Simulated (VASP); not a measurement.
# BaTiO3 (P4mm) in VASP: a series of runs

The runs below take BaTiO3 through electric field gradients, with PBE.

Program: VASP 6.6.1. These are calculated values, not measurements. Logs are shortened: lines on timing, memory, paths and dates and some standing lists are left out, and cuts for length are marked.

### Step 1. The cell of the first run

The structure is tetragonal, space group P4mm (No. 99). Conventional cell: a = 4.052 Å, b = 4.052 Å, c = 4.071 Å, α = 90.00°, β = 90.00°, γ = 90.00°. Ba (site symmetry 4mm) has 12 O at 2.83 to 2.92 Å and 8 Ti at 3.47 to 3.56 Å within 3.7 Å. Within 2.5 Å of Ti (site symmetry 4mm) lie 6 O at 1.90 to 2.17 Å. O (site symmetry 4mm) has 2 Ti at 1.90 to 2.17 Å within 2.5 Å. O (site symmetry 2mm) has 2 Ti at 2.03 Å within 2.7 Å.

### Step 2. Electric field gradients, PBE (volume scaled by 1.04)

INCAR reads:

```
SYSTEM = BaTiO3
PREC = Accurate
ENCUT = 520
EDIFF = 1E-8
ISMEAR = -1
SIGMA = 0.08
LREAL = .False.
LASPH = .True.
NELM = 100
ALGO = Normal
ISIF = 2
LWAVE = .False.
LCHARG = .False.
GGA = PE
LEFG = .True.
NBANDS = 28
```

KPOINTS reads:

```
regular mesh
0
Gamma
  7 7 7
  0 0 0
```

POSCAR reads:

```
BaTiO3
1.0
    4.0524349834      0.0000000000      0.0000000000
    0.0000000000      4.0524349834      0.0000000000
    0.0000000000      0.0000000000      4.0708744846
Ba Ti O
1 1 3
Direct
    0.0000000000      0.0000000000      0.0000000000
    0.5000000000      0.5000000000      0.4820000000
    0.5000000000      0.5000000000      0.0160000000
    0.5000000000      0.0000000000      0.5150000000
    0.0000000000      0.5000000000      0.5150000000
```

Potentials or basis: VASP PAW PBE potentials, release 64 (Ba_sv, Ti_sv, O).

Command:

```sh
$ cat potpaw_PBE.64/Ba_sv/POTCAR potpaw_PBE.64/Ti_sv/POTCAR potpaw_PBE.64/O/POTCAR > POTCAR
$ mpirun -np 1 vasp_std > vasp.out
```

OUTCAR:

```text
SYSTEM = BaTiO3
   PREC = Accurate
   ENCUT = 520
   EDIFF = 1E-8
   ISMEAR = -1
   LREAL = .False.
   LASPH = .True.
   NELM = 100
   ISIF = 2
   GGA = PE

 ion  position               nearest neighbor table
   1  0.000  0.000  0.000-   4 2.83   5 2.83   5 2.83   4 2.83   3 2.87   3 2.87   3 2.87   3 2.87
                             4 2.92   5 2.92   5 2.92   4 2.92   2 3.47   2 3.47   2 3.47   2 3.47
   2  0.500  0.500  0.482-   3 1.90   4 2.03   5 2.03   4 2.03   5 2.03   3 2.17   1 3.47   1 3.47
                             1 3.47   1 3.47   1 3.56   1 3.56   1 3.56   1 3.56
   3  0.500  0.500  0.016-   2 1.90   2 2.17   1 2.87   1 2.87   1 2.87   1 2.87
   4  0.500  0.000  0.515-   2 2.03   2 2.03   1 2.83   1 2.83   1 2.92   1 2.92
   5  0.000  0.500  0.515-   2 2.03   2 2.03   1 2.83   1 2.83   1 2.92   1 2.92

  LATTYP: Found a simple tetragonal cell.
 ALAT       =     4.0524349834
 C/A-ratio  =     1.0045502275

  Lattice vectors:

 A1 = (   4.0524349834,   0.0000000000,   0.0000000000)
 A2 = (   0.0000000000,   4.0524349834,   0.0000000000)
 A3 = (   0.0000000000,   0.0000000000,   4.0708744846)

Analysis of symmetry for initial positions (statically):
=====================================================================
 Subroutine PRICEL returns:
 Original cell was already a primitive cell.

 Routine SETGRP: Setting up the symmetry group for a
 simple tetragonal supercell.

 Subroutine GETGRP returns: Found  8 space group operations
 (whereof  8 operations were pure point group operations)
 out of a pool of 16 trial point group operations.

The static configuration has the point symmetry C_4v.

Analysis of symmetry for dynamics (positions and initial velocities):
=====================================================================
 Subroutine PRICEL returns:
 Original cell was already a primitive cell.

 Routine SETGRP: Setting up the symmetry group for a
 simple tetragonal supercell.

 Subroutine GETGRP returns: Found  8 space group operations
 (whereof  8 operations were pure point group operations)
 out of a pool of 16 trial point group operations.

The dynamic configuration has the point symmetry C_4v.

 Subroutine INISYM returns: Found  8 space group operations
 (whereof  8 operations are pure point group operations),
 and found     1 'primitive' translations

----------------------------------------------------------------------------------------

                                     Primitive cell

  volume of cell :      66.8528

  direct lattice vectors                    reciprocal lattice vectors
     4.052434983  0.000000000  0.000000000     0.246765217  0.000000000  0.000000000
     0.000000000  4.052434983  0.000000000     0.000000000  0.246765217  0.000000000
     0.000000000  0.000000000  4.070874485     0.000000000  0.000000000  0.245647466

  length of vectors
     4.052434983  4.052434983  4.070874485     0.246765217  0.246765217  0.245647466

  position of ions in fractional coordinates (direct lattice)
     0.000000000  0.000000000  0.000000000
     0.500000000  0.500000000  0.482000000
     0.500000000  0.500000000  0.016000000
     0.500000000  0.000000000  0.515000000
     0.000000000  0.500000000  0.515000000

  ion indices of the primitive-cell ions
   primitive index   ion index
                 1           1
                 2           2
                 3           3
                 4           4
                 5           5

----------------------------------------------------------------------------------------

 KPOINTS: regular mesh

Automatic generation of k-mesh.
 Grid dimensions read from file:
 generate k-points for:    7    7    7

 Generating k-lattice:
[... 45 lines left out ...]
   number of dos      NEDOS =    301   number of ions     NIONS =      5
   total plane-waves  NPLWV =  27000
   dimension x,y,z NGX =    30 NGY =   30 NGZ =   30
   dimension x,y,z NGXF=    60 NGYF=   60 NGZF=   60
   ions per type =               1   1   3
   NGX,Y,Z   is equivalent  to a cutoff of  12.31, 12.31, 12.25 a.u.
   NGXF,Y,Z  is equivalent  to a cutoff of  24.61, 24.61, 24.50 a.u.
 SYSTEM =  BaTiO3
   PREC   = accura    normal or accurate (medium, high low for compatibility)
   ISTART =      0    job   : 0-new  1-cont  2-samecut
   ICHARG =      2    charge: 1-file 2-atom 10-const
   ISPIN  =      1    spin polarized calculation?
   LNONCOLLINEAR =      F non collinear calculations
   LSORBIT =      F    spin-orbit coupling
   LASPH  =      T    aspherical Exc in radial PAW
   ENCUT  =  520.0 eV  38.22 Ry    6.18 a.u.   7.53  7.53  7.57*2*pi/ulx,y,z
   NELM   =    100;   NELMIN=  2; NELMDL= -5     # of ELM steps
   EDIFF  = 0.1E-07   stopping-criterion for ELM
   LREAL  =      F    real-space projection
   EDIFFG = 0.1E-06   stopping-criterion for IOM
   NSW    =      0    number of steps for IOM
   IBRION =     -1    ionic relax: 0-MD 1-quasi-New 2-CG
   NFREE  =      0    steps in history (QN), initial steepest desc. (CG)
   ISIF   =      2    stress and relaxation
   ISYM   =      2    0-nonsym 1-usesym 2-fastsym
   POTIM  = 0.5000    time-step for ionic-motion
   TEBEG  =    0.0;   TEEND  =   0.0 temperature during run
   PSTRESS=    0.0 pullay stress
   NELECT =      40.0000    total number of electrons
   NUPDOWN=      -1.0000    fix difference up-down
   EMIN   =  10.00;   EMAX   =-10.00  energy-range for DOS
   EFERMI =   0.00;   METHOD = LEGACY
   ISMEAR =    -1;   SIGMA  =   0.08  broadening in eV -4-tet -1-fermi 0-gaus
   EFERMI_NEDOS =   21; number of points for ismear=-14 and -15
   IALGO  =     38    algorithm
   IMIX   =      4    mixing-type and parameters
     AMIX     =   0.40;   BMIX     =  1.00
     AMIX_MAG =   1.60;   BMIX_MAG =  1.00
  volume/ion in A,a.u.               =      13.37        90.23
  Fermi-wavevector in a.u.,A,eV,Ry     =   1.379500  2.606876 25.892144  1.903019
  Thomas-Fermi vector in A             =   2.504463
   LORBIT       =      0    0 simple, 1 ext, 2 COOP (PROOUT), +10 PAW based schemes
   GGA     = PE    functional components
   LHFCALC =     F    Hartree Fock is set to
   AEXX    =    0.0000 exact exchange contribution
   IVDW    =     0    specifies the selected vdW correction
   LEPSILON=     F    determine dielectric tensor
   LRPA    =     F    only Hartree local field effects (RPA)
 non-spin polarized calculation
  energy-cutoff  :      520.00
  volume of cell :       66.85
 maximum number of plane-waves:      1823
 NGX is ok and might be reduce to    30
   NGX = 15   NGY = 15   NGZ = 15

 number of electron      39.9999982 magnetization

 Free energy of the ion-electron system (eV)
  ---------------------------------------------------
  ext. energy  EPLUGINS =         0.00000000
  ---------------------------------------------------
  free energy    TOTEN  =       -40.00207831 eV

  energy without entropy =      -40.00207629  energy(sigma->0) =      -40.00207730

 E-fermi :   4.4540     XC(G=0): -11.0356

 val. band max:        3.4720069504   @ k =   0.4286   0.4286   0.4286
 cond. band min:       5.2615890156   @ k =   0.0000   0.0000   0.0000
 fundamental gap:      1.7895820652
 Fermi energy:         4.4539550994

 k-point     1 :       0.0000    0.0000    0.0000
  band No.  band energies     occupation
      1     -53.1854      2.00000
      2     -29.4139      2.00000
      3     -29.3776      2.00000
      4     -29.3776      2.00000
      5     -21.4126      2.00000
      6     -13.2827      2.00000
[... 733 lines left out ...]
     27      11.6856      0.00000
     28      12.1511      0.00000

 [... further k-points ...]
[... 5 lines left out ...]
  --------------------------------------------------------------------------------------
  -------------------------------------------------------------------------------------
  Total       -1.0188995     -1.0188995     -0.4739586      0.0000000      0.0000000      0.0000000
  in kB      -24.4186759    -24.4186759    -11.3587673      0.0000000      0.0000000      0.0000000
  external PRESSURE =     -20.0653730 kB  Pullay stress =       0.0000000 kB

 VOLUME and BASIS-vectors are now :
 -----------------------------------------------------------------------------
  energy-cutoff  :      520.00
  volume of cell :       66.85
      direct lattice vectors                 reciprocal lattice vectors
     4.052434983  0.000000000  0.000000000     0.246765217  0.000000000  0.000000000
     0.000000000  4.052434983  0.000000000     0.000000000  0.246765217  0.000000000
     0.000000000  0.000000000  4.070874485     0.000000000  0.000000000  0.245647466

 POSITION                                       TOTAL-FORCE (eV/Angst)
 -----------------------------------------------------------------------------------
      0.00000      0.00000      0.00000         0.000000     -0.000000     -0.089997
      2.02622      2.02622      1.96216         0.000000      0.000000     -0.138121
      2.02622      2.02622      0.06513         0.000000     -0.000000      0.578422
      2.02622      0.00000      2.09650         0.000000     -0.000000     -0.175152
      0.00000      2.02622      2.09650         0.000000     -0.000000     -0.175152
 -----------------------------------------------------------------------------------
    total drift:                                0.000000      0.000000     -0.000127

  FREE ENERGIE OF THE ION-ELECTRON SYSTEM (eV)
  ---------------------------------------------------
  free  energy   TOTEN  =       -40.0020783136 eV

  energy  without entropy=      -40.0020762913  energy(sigma->0) =      -40.00207730

 Electric field gradients (V/A^2)
---------------------------------------------------------------------
 ion       V_xx      V_yy      V_zz      V_xy      V_xz      V_yz
---------------------------------------------------------------------
   1       2.208     2.208    -4.416     0.000     0.000     0.000
   2       0.981     0.981    -1.963    -0.000    -0.000    -0.000
   3      -9.750    -9.750    19.499    -0.000     0.000     0.000
   4     -14.843    30.586   -15.742    -0.000     0.000    -0.000
   5      30.586   -14.843   -15.742    -0.000    -0.000     0.000
---------------------------------------------------------------------

 Electric field gradients after diagonalization (V/A^2)
 (convention: |V_zz| > |V_xx| > |V_yy|)
----------------------------------------------------------------------
 ion       V_xx      V_yy      V_zz     asymmetry (V_yy - V_xx)/ V_zz
----------------------------------------------------------------------
   1       2.208     2.208    -4.416       0.000
   2       0.981     0.981    -1.963       0.000
   3      -9.750    -9.750    19.499       0.000
   4     -15.742   -14.843    30.586       0.029
   5     -15.742   -14.843    30.586       0.029
----------------------------------------------------------------------

           NMR quadrupolar parameters

 Cq : quadrupolar parameter    Cq=e*Q*V_zz/h
 eta: asymmetry parameters     (V_yy - V_xx)/ V_zz
 Q  : nuclear electric quadrupole moment in mb (millibarn)
----------------------------------------------------------------------
 ion       Cq(MHz)       eta       Q (mb)
----------------------------------------------------------------------
   1      -0.011       0.000       1.000
   2      -0.005       0.000       1.000
   3       0.047       0.000       1.000
   4       0.074       0.029       1.000
   5       0.074       0.029       1.000
----------------------------------------------------------------------
```

Run time: 80 s. Hardware: 1 thread of Intel Xeon 6975P-C, shared host; peak memory 0.22 GiB.

Results:

- Free energy: -40.0021 eV
- Pressure: -2.0 GPa
- Largest force: 0.578 eV/Å
- Band gap on the k mesh: 1.79 eV, indirect (least direct gap 2.05 eV)

Forces in eV/Å, atoms in the order of the input:
```
Ba   0.000  0.000 -0.090
Ti   0.000  0.000 -0.138
O    0.000  0.000  0.578
O    0.000  0.000 -0.175
O    0.000  0.000 -0.175
```

Levels at points of the mesh, in eV from the valence-band top:
| k point | band 16 | band 17 | band 18 | band 19 | band 20 | band 21 | band 22 | band 23 | band 24 | band 25 |
| --- | --- | --- | --- | --- | --- | --- | --- | --- | --- | --- |
| (0.00, 0.00, 0.00) | -1.13 | -0.99 | -0.30 | -0.26 | -0.26 | 1.79 | 2.07 | 2.07 | 3.81 | 3.96 |

Electric field gradients, principal values (V/Å²):
```tsv
atom	least	middle	greatest (by size)
1 Ba	2.208	2.208	-4.416
2 Ti	0.981	0.981	-1.963
3 O	-9.750	-9.750	19.499
4 O	-14.843	-15.742	30.586
5 O	-14.843	-15.742	30.586
```

Caveat: without QUAD_EFG the Cq values of the log hold for a quadrupole moment of 1 mb, not for the nuclei; spin-orbit coupling is left out, which moves the levels of the heavy elements.

### Step 3. Electric field gradients, PBE (equal xx and yy strain of -2 %)

INCAR reads:

```
PREC     = Accurate       # precision mode
ENCUT    = 520            # plane-wave cutoff, eV
EDIFF    = 1E-8           # SCF threshold, eV
ISMEAR   = -1             # smearing method
SIGMA    = 0.08           # smearing width, eV
LREAL    = F              # projectors in reciprocal space
LASPH    = T              # aspherical terms in the spheres
NELM     = 80             # most SCF steps
ALGO     = Normal         # electronic algorithm
ISIF     = 2              # what is computed and relaxed
LWAVE    = F              # write WAVECAR
LCHARG   = F              # write CHGCAR
GGA      = PE             # functional
LEFG     = T            
NBANDS   = 28             # bands
```

KPOINTS reads:

```
Automatic mesh
0
Gamma
  7 7 7
```

POSCAR, as its differences from that of step 2:

```diff
@@ -2,5 +2,5 @@
 1.0
-    4.0524349834      0.0000000000      0.0000000000
-    0.0000000000      4.0524349834      0.0000000000
-    0.0000000000      0.0000000000      4.0708744846
+    3.9198040000      0.0000000000      0.0000000000
+    0.0000000000      3.9198040000      0.0000000000
+    0.0000000000      0.0000000000      4.0180000000
 Ba Ti O
```

Potentials or basis: VASP PAW PBE potentials, release 64 (Ba_sv, Ti_sv, O).

Command:

```sh
$ cat potpaw_PBE.64/Ba_sv/POTCAR potpaw_PBE.64/Ti_sv/POTCAR potpaw_PBE.64/O/POTCAR > POTCAR
$ mpirun -np 1 vasp_std > vasp.out
```

OUTCAR:

```text
PREC = Accurate
   ENCUT = 520
   EDIFF = 1E-8
   ISMEAR = -1
   LREAL = F
   LASPH = T
   NELM = 80
   ISIF = 2
   GGA = PE

 ion  position               nearest neighbor table
   1  0.000  0.000  0.000-   4 2.76   5 2.76   5 2.76   4 2.76   3 2.77   3 2.77   3 2.77   3 2.77
                             4 2.85   5 2.85   5 2.85   4 2.85   2 3.38   2 3.38   2 3.38   2 3.38
   2  0.500  0.500  0.482-   3 1.87   4 1.96   5 1.96   4 1.96   5 1.96   3 2.15   1 3.38   1 3.38
                             1 3.38   1 3.38   1 3.47   1 3.47   1 3.47   1 3.47
   3  0.500  0.500  0.016-   2 1.87   2 2.15   1 2.77   1 2.77   1 2.77   1 2.77
   4  0.500  0.000  0.515-   2 1.96   2 1.96   1 2.76   1 2.76   1 2.85   1 2.85
   5  0.000  0.500  0.515-   2 1.96   2 1.96   1 2.76   1 2.76   1 2.85   1 2.85

  LATTYP: Found a simple tetragonal cell.
 ALAT       =     3.9198040000
 C/A-ratio  =     1.0250512526

[... 981 lines left out ...]
   4     -13.251    20.992    -7.741    -0.000     0.000     0.000
   5      20.992   -13.251    -7.741     0.000     0.000     0.000
---------------------------------------------------------------------

 Electric field gradients after diagonalization (V/A^2)
 (convention: |V_zz| > |V_xx| > |V_yy|)
----------------------------------------------------------------------
 ion       V_xx      V_yy      V_zz     asymmetry (V_yy - V_xx)/ V_zz
----------------------------------------------------------------------
   1      -0.117    -0.117     0.235       0.000
   2      -7.808    -7.808    15.616       0.000
   3      -9.432    -9.432    18.865       0.000
   4     -13.251    -7.741    20.992       0.262
   5     -13.251    -7.741    20.992       0.262
----------------------------------------------------------------------

           NMR quadrupolar parameters

 Cq : quadrupolar parameter    Cq=e*Q*V_zz/h
 eta: asymmetry parameters     (V_yy - V_xx)/ V_zz
 Q  : nuclear electric quadrupole moment in mb (millibarn)
----------------------------------------------------------------------
 ion       Cq(MHz)       eta       Q (mb)
----------------------------------------------------------------------
   1       0.001       0.000       1.000
   2       0.038       0.000       1.000
   3       0.046       0.000       1.000
   4       0.051       0.262       1.000
   5       0.051       0.262       1.000
----------------------------------------------------------------------
```

stdout:

```text
POSCAR found type information on POSCAR BaTiO
 POSCAR found :  3 types and       5 ions
 scaLAPACK will be used
 LDA part: xc-table for (Slater+PW92), standard interpolation
 POSCAR, INCAR and KPOINTS ok, starting setup
 FFT: planning ... GRIDC
 FFT: planning ... GRID_SOFT
 FFT: planning ... GRID
 WAVECAR not read
 entering main loop
ion   1

ion   2

ion   3

ion   4

ion   5
```

Wall time 76 s (1 thread of Intel Xeon Platinum 8259CL at 2.50GHz (Skylake/Cascade Lake), shared host); peak memory 0.21 GiB.

Results:

| Item | Value |
| --- | --- |
| Free energy | -39.8448 eV |
| Pressure | 12.4 GPa |
| Largest force | 0.212 eV/Å |
| Band gap on the k mesh | 1.96 eV, indirect (least direct gap 2.18 eV) |

Forces on the atoms (eV/Å):
```
Ba   0.000  0.000 -0.064
Ti   0.000  0.000  0.107
O    0.000  0.000  0.212
O    0.000  0.000 -0.127
O    0.000  0.000 -0.127
```

Stress tensor (GPa, compression positive):
```
13.34  0.00  0.00
 0.00 13.34  0.00
 0.00  0.00 10.45
```

Electric field gradients, principal values (V/Å²):
```tsv
atom	least	middle	greatest (by size)
1 Ba	-0.117	-0.117	0.235
2 Ti	-7.808	-7.808	15.616
3 O	-9.432	-9.432	18.865
4 O	-7.741	-13.251	20.992
5 O	-7.741	-13.251	20.992
```

Caveat: the cell differs from its parent crystal (equal xx and yy strain of -2 %); without QUAD_EFG the Cq values of the log hold for a quadrupole moment of 1 mb, not for the nuclei; spin-orbit coupling is left out, which moves the levels of the heavy elements. A k mesh can miss the band edges.

[end of part 1 of 2]
